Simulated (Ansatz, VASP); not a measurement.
## InSe in VASP and in Ansatz

INCAR

```
PREC     = Accurate       # precision mode
ENCUT    = 600            # plane-wave cutoff, eV
EDIFF    = 1E-6           # SCF threshold, eV
ISMEAR   = 0              # smearing method
SIGMA    = 0.1            # smearing width, eV
LREAL    = False          # projectors in reciprocal space
LASPH    = True           # aspherical terms in the spheres
NELM     = 60             # most SCF steps
ALGO     = Normal         # electronic algorithm
ISIF     = 3              # what is computed and relaxed
LWAVE    = False          # write WAVECAR
LCHARG   = False          # write CHGCAR
GGA      = CA             # functional
IBRION   = 2              # ionic algorithm
NSW      = 100            # ionic steps
EDIFFG   = -0.05          # ionic threshold
```

File KPOINTS:

```
Automatic mesh
0
Gamma
  6 6 2
```

The input POSCAR:

```
InSe
1.0
    4.0500000000      0.0000000000      0.0000000000
   -2.0250000000      3.5074028853      0.0000000000
    0.0000000000      0.0000000000     16.9300000000
In Se
4 4
Direct
    0.3333333333      0.6666666667      0.1570000000
    0.6666666667      0.3333333333      0.6570000000
    0.3333333333      0.6666666667      0.3430000000
    0.6666666667      0.3333333333      0.8430000000
    0.3333333333      0.6666666667      0.6020000000
    0.6666666667      0.3333333333      0.1020000000
    0.3333333333      0.6666666667      0.8980000000
    0.6666666667      0.3333333333      0.3980000000
```

Input for Ansatz:

```yaml
crystal:
  lattice:
    - [4.05, 0.0, 0.0]
    - [-2.025, 3.5074028853, 0.0]
    - [0.0, 0.0, 16.93]
  atoms:
    - { symbol: In, position: [0.3333333333, 0.6666666667, 0.157] }
    - { symbol: In, position: [0.6666666667, 0.3333333333, 0.657] }
    - { symbol: In, position: [0.3333333333, 0.6666666667, 0.343] }
    - { symbol: In, position: [0.6666666667, 0.3333333333, 0.843] }
    - { symbol: Se, position: [0.3333333333, 0.6666666667, 0.602] }
    - { symbol: Se, position: [0.6666666667, 0.3333333333, 0.102] }
    - { symbol: Se, position: [0.3333333333, 0.6666666667, 0.898] }
    - { symbol: Se, position: [0.6666666667, 0.3333333333, 0.398] }
basis:
  ecutwfc: 420
kpoints:
  mp_grid: { grid: [6, 6, 2] }
hamiltonian:
  xc: lda
  pseudopotentials: { kind: paw }
scf:
  occupations: { method: gaussian, width: 0.1 }
output:
  forces: true
  stress: true
  eigenvalues: true
relax:
  adjacent_minimum: "off"
  f_tol: 0.05
  max_steps: 80
  cell: { stress_tol: 0.5 }
```

Alike in both runs: task relaxation of cell and atoms; functional LDA; k mesh 6 × 6 × 2; occupations gaussian, width 0.1 eV; no spin polarisation.

|  | VASP | Ansatz |
| --- | --- | --- |
| version | VASP 6.6.1 | Ansatz 0.2.0 |
| potentials or method | VASP PAW LDA potentials, release 64 (In_d, Se), cutoff 600 eV | scalar-relativistic, plane waves, PAW |
| valence electrons in the cell | 76 | 116 |

VASP gave:

* gap on the k mesh at the Fermi level, each at its own relaxed structure (eV): 0.38
* relaxed volume (Å³/atom): 28.60
* relaxed length of the cell vector where the two differ most in proportion (Å): 16.760

**Question.** What did Ansatz give for the same quantities?

**Answer.** gap on the k mesh at the Fermi level, each at its own relaxed structure (eV): 0.25; relaxed volume (Å³/atom): 28.25; relaxed length of the cell vector where the two differ most in proportion (Å): 16.490.

LDA's correlation is that of Perdew and Zunger in VASP and of Perdew and Wang (1992) in Ansatz. VASP's potentials hold 76 valence electrons a cell and Ansatz's 116, so a difference there can come from the potentials and not from the codes.
